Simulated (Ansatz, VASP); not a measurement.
**Mg2CdSe3 in VASP and in Ansatz**

The input INCAR:

```
  PREC = Accurate
  ENCUT = 600
  EDIFF = 1E-6
  ISMEAR = 0
  SIGMA = 0.02
  LREAL = F
  LASPH = T
  NELM = 100
  ALGO = Normal
  ISIF = 3
  LWAVE = F
  LCHARG = F
  GGA = PE
  IBRION = 2
  NSW = 100
  EDIFFG = -0.01
```

File KPOINTS:

```
Automatic mesh
0
Gamma
  6 6 4
```

File POSCAR:

```
Mg2CdSe3
1.0
    4.2895618137      0.0000000000      0.0000000000
   -2.1447809068      3.7148695018      0.0000000000
    0.0000000000      0.0000000000     10.4681049895
Mg Cd Se
2 1 3
Direct
    0.6666666667      0.3333333333      0.3350168604
    0.3333333333      0.6666666667      0.6624013943
    0.0000000000      0.0000000000      0.0019070983
    0.0000000000      0.0000000000      0.2576194979
    0.6666666667      0.3333333333      0.5831802257
    0.3333333333      0.6666666667      0.9098749233
```

Input for Ansatz:

```yaml
crystal:
  lattice:
    - [4.2895618137, 0.0, 0.0]
    - [-2.1447809068, 3.7148695018, 0.0]
    - [0.0, 0.0, 10.4681049895]
  atoms:
    - { symbol: Mg, position: [0.6666666667, 0.3333333333, 0.3350168604] }
    - { symbol: Mg, position: [0.3333333333, 0.6666666667, 0.6624013943] }
    - { symbol: Cd, position: [0.0, 0.0, 0.0019070983] }
    - { symbol: Se, position: [0.0, 0.0, 0.2576194979] }
    - { symbol: Se, position: [0.6666666667, 0.3333333333, 0.5831802257] }
    - { symbol: Se, position: [0.3333333333, 0.6666666667, 0.9098749233] }
basis:
  ecutwfc: 420
kpoints:
  mp_grid: { grid: [6, 6, 4] }
hamiltonian:
  xc: pbe
scf:
  occupations: { method: gaussian, width: 0.02 }
output:
  forces: true
  stress: true
  eigenvalues: true
relax:
  adjacent_minimum: "off"
  f_tol: 0.01
  max_steps: 80
  cell: { stress_tol: 0.05 }
```

Alike in both runs: task relaxation of cell and atoms; functional PBE; k mesh 6 × 6 × 4; occupations gaussian, width 0.02 eV; no spin polarisation.

|  | VASP | Ansatz |
| --- | --- | --- |
| version | VASP 6.6.1 | Ansatz 0.2.0 |
| potentials or method | VASP PAW PBE potentials, release 64 (Mg, Cd, Se), cutoff 600 eV | scalar-relativistic, plane waves, PAW |
| valence electrons in the cell | 34 | 88 |

```tsv
	VASP	Ansatz	Ansatz less VASP
gap on the k mesh at the Fermi level, each at its own relaxed structure (eV)	1.48	1.49	+0.010
relaxed volume (Å³/atom)	27.88	27.86	-0.025
relaxed cell length with the largest relative difference (Å)	10.487	10.482	-0.0054
```

VASP's potentials hold 34 valence electrons a cell and Ansatz's 88, so a difference there can come from the potentials and not from the codes.
